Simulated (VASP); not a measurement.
Input of a VASP 6.6.1 run:

File INCAR:

```
SYSTEM = InSb
ALGO = Normal
EDIFF = 1E-8
ENCUT = 520
ISIF = 2
ISMEAR = -1
LASPH = .True.
LCHARG = .False.
LEFG = .True.
LREAL = .False.
LWAVE = .False.
NBANDS = 16
NELM = 60
PREC = Accurate
SIGMA = 0.03
```

KPOINTS

```
k-points
0
Gamma
  10 10 10
  0 0 0
```

The input POSCAR:

```
InSb
1.0
    0.0000000000      3.2391000000      3.3038820000
    3.2391000000      0.0000000000      3.3038820000
    3.2391000000      3.2391000000      0.0000000000
In Sb
1 1
Direct
    0.0000000000      0.0000000000      0.0000000000
    0.7500000000      0.7500000000      0.7500000000
```

Potentials or basis: VASP PAW LDA potentials, release 64 (In_d, Sb).

Command:

```sh
$ cat potpaw_LDA.64/In_d/POTCAR potpaw_LDA.64/Sb/POTCAR > POTCAR
$ mpirun -np 1 vasp_std > vasp.out
```

(1) Estimate the band gap on the k mesh.

(2) Predict the pressure.

Answers

(1) zero (filled and empty bands touch).

(2) -1.3 GPa.

Caveat: the cell differs from its parent crystal (zz strain of +2 %); semilocal functionals underestimate gaps, so a narrow gap can read as zero; without QUAD_EFG the Cq values of the log hold for a quadrupole moment of 1 mb, not for the nuclei; spin-orbit coupling is left out, which moves the levels of the heavy elements.
